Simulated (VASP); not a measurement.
**CsPbCl3: single point with PBEsol**

The system is CsPbCl3.

```
Cs Pb Cl
1.0
     5.62558    0.00000    0.00000
     0.00000    5.62558    0.00000
     0.00000    0.00000    5.62558
Cs Pb Cl
1 1 3
Direct
  0.00000 0.00000 0.00000
  0.50000 0.50000 0.50000
  0.50000 0.50000 0.00000
  0.00000 0.50000 0.50000
  0.50000 0.00000 0.50000
```

| Property | Result |
| --- | --- |
| Program | VASP 6.6.1 |
| Task | single point |
| Functional | PBEsol |
| Potentials or basis | VASP PAW PBE potentials, release 64 (Cs_sv, Pb_d, Cl) |
| Cutoff | 520 eV |
| k mesh | 4 × 4 × 4 |
| Occupations | fermi-dirac, width 0.02 eV |
| Spin | no spin polarisation |
| Dipole correction | no |
| Further INCAR settings | ALGO = Normal; EDIFF = 1e-07; NBANDS = 30 |

| Property | Result |
| --- | --- |
| Pressure | 0.0 GPa |
| Band gap on the k mesh | 1.85 eV |

Levels at points of the mesh, in eV from the valence-band top:
```tsv
k point	band 20	band 21	band 22	band 23	band 24	band 25
(0.00, 0.00, 0.00)	-2.45	-2.45	-2.45	3.26	4.28	4.28
(0.50, 0.00, 0.00)	-2.56	-2.56	-1.65	2.94	4.64	5.20
(0.50, 0.50, 0.00)	-2.68	-2.13	-0.80	2.44	2.44	4.86
(0.50, 0.50, 0.50)	-2.12	-2.12	0.00	1.85	1.85	1.85
```

Wall time 28 s on 1 thread of Intel(R) Xeon(R) 6975P-C (Granite Rapids), on a shared host, peak memory 0.27 GiB.

Caveat: the PAW data sets were made with another functional, which shifts forces and pressure a little; spin-orbit coupling is left out, which moves the levels of the heavy elements. A k mesh can miss the band edges.
